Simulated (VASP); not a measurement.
Wanted: the native input for a VASP 6.6.1 run.

| Property | Result |
| --- | --- |
| Task | single point |
| Functional | PBEsol |
| Potentials or basis | VASP PAW PBE potentials, release 64 (Cr_pv) |
| Cutoff | 520 eV |
| k mesh | 24 × 24 × 24 |
| Occupations | gaussian, width 0.15 eV |
| Spin | no spin polarisation |
| Dipole correction | no |
| Further INCAR settings | ALGO = Fast; EDIFF = 1e-06; NBANDS = 12 |

The structure of Cr lies in POSCAR:

```
Cr
1.0
   -1.4419500000      1.4419500000      1.4059012500
    1.4419500000     -1.4419500000      1.4059012500
    1.4419500000      1.4419500000     -1.4059012500
Cr
1
Direct
    0.0000000000      0.0000000000      0.0000000000
```

This cell differs from its parent crystal: strain +0.000 along x and y, -0.025 along z.

These files were run (other wordings do the same):

INCAR

```
ALGO     = Fast           # electronic algorithm
EDIFF    = 1E-6           # SCF threshold, eV
ENCUT    = 520            # plane-wave cutoff, eV
GGA      = PS             # functional
ISIF     = 2              # what is computed and relaxed
ISMEAR   = 0              # smearing method
LASPH    = True           # aspherical terms in the spheres
LCHARG   = False          # write CHGCAR
LREAL    = False          # projectors in reciprocal space
LWAVE    = False          # write WAVECAR
NBANDS   = 12             # bands
NELM     = 80             # most SCF steps
PREC     = Accurate       # precision mode
SIGMA    = 0.15           # smearing width, eV
```

KPOINTS

```
k-points
0
Gamma
  24 24 24
```

Potentials or basis: VASP PAW PBE potentials, release 64 (Cr_pv).

Command:

```bash
$ cat potpaw_PBE.64/Cr_pv/POTCAR > POTCAR
$ mpirun -np 1 vasp_std > vasp.out
```

Results of the run:

The pressure is -12.4 GPa and the band gap on the k mesh is zero (band 6 reaches 13.06 eV, above the bottom of band 7 at 9.81 eV).

Caveat: the cell differs from its parent crystal (strain +0.000 along x and y, -0.025 along z); the PAW data sets were made with another functional, which shifts forces and pressure a little; the run has no spin polarisation, though such a crystal can be magnetic.

Wall time 110 s on 1 thread of Intel(R) Xeon(R) Platinum 8375C CPU @ 2.90GHz (Ice Lake), on a shared host, peak memory 0.24 GiB.
